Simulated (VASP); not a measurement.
Set up this calculation in VASP 6.6.1, as the native input.

```yaml
Task: single point
Functional: PBE-based screened hybrid
Potentials_or_basis: VASP PAW PBE potentials, release 64 (Ta_pv, Te)
Cutoff: 520 eV
k_mesh: 4 × 4 × 4
Occupations: fermi-dirac, width 0.05 eV
Spin: no spin polarisation
Dipole_correction: no
Grid_for_exact_exchange_PRECFOCK: Normal
Share_of_exact_exchange: 0.25
Further_INCAR_settings: ALGO = Normal; EDIFF = 1e-07; NBANDS = 16
Screening_parameter: 0.3 1/Å
```

TaTe:

```xyz
2
Lattice="3.3897 0.0000 0.0000 0.0000 3.3897 0.0000 0.0000 0.0000 3.3897" Properties=species:S:1:pos:R:3 pbc="T T T"
Ta    1.6948    1.6948    1.6948
Te    0.0000    0.0000    0.0000
```

These files were run (other wordings do the same):

POSCAR

```
TaTe
1.0
    3.3896732067      0.0000000000      0.0000000000
    0.0000000000      3.3896732067      0.0000000000
    0.0000000000      0.0000000000      3.3896732067
Ta Te
1 1
Direct
    0.5000000000      0.5000000000      0.5000000000
    0.0000000000      0.0000000000      0.0000000000
```

INCAR.step1

```
SYSTEM = TaTe
  ALGO = Normal
  EDIFF = 1E-5
  ENCUT = 520
  GGA = PE
  ISIF = 2
  ISMEAR = -1
  LASPH = .TRUE.
  LCHARG = .FALSE.
  LREAL = .FALSE.
  LWAVE = .TRUE.
  NBANDS = 16
  NELM = 80
  PREC = Accurate
  SIGMA = 0.05
```

INCAR.step2

```
SYSTEM = TaTe
  AEXX = 0.25
  ALGO = Normal
  EDIFF = 1E-7
  ENCUT = 520
  GGA = PE
  HFSCREEN = 0.3
  ISIF = 2
  ISMEAR = -1
  ISTART = 1
  LASPH = .TRUE.
  LCHARG = .FALSE.
  LHFCALC = .TRUE.
  LREAL = .FALSE.
  LWAVE = .FALSE.
  NBANDS = 16
  NELM = 80
  PREC = Accurate
  PRECFOCK = Normal
  SIGMA = 0.05
```

KPOINTS

```
k-points
0
G
  4 4 4
  0 0 0
```

Potentials or basis: VASP PAW PBE potentials, release 64 (Ta_pv, Te).

The run is started by

```console
$ cat potpaw_PBE.64/Ta_pv/POTCAR potpaw_PBE.64/Te/POTCAR > POTCAR
$ cp INCAR.step1 INCAR
$ mpirun -np 1 vasp_std > vasp.out
$ cp INCAR.step2 INCAR
$ mpirun -np 1 vasp_std > vasp.out
```

It gave:

- Pressure: -0.9 GPa

Caveat: the k points lie up to 0.46 Å⁻¹ apart; the PAW data sets were made with another functional, which shifts forces and pressure a little.

It took 16 min on 1 thread of Intel(R) Xeon(R) Platinum 8259CL CPU @ 2.50GHz (Skylake/Cascade Lake) (shared host), peak memory 0.26 GiB.
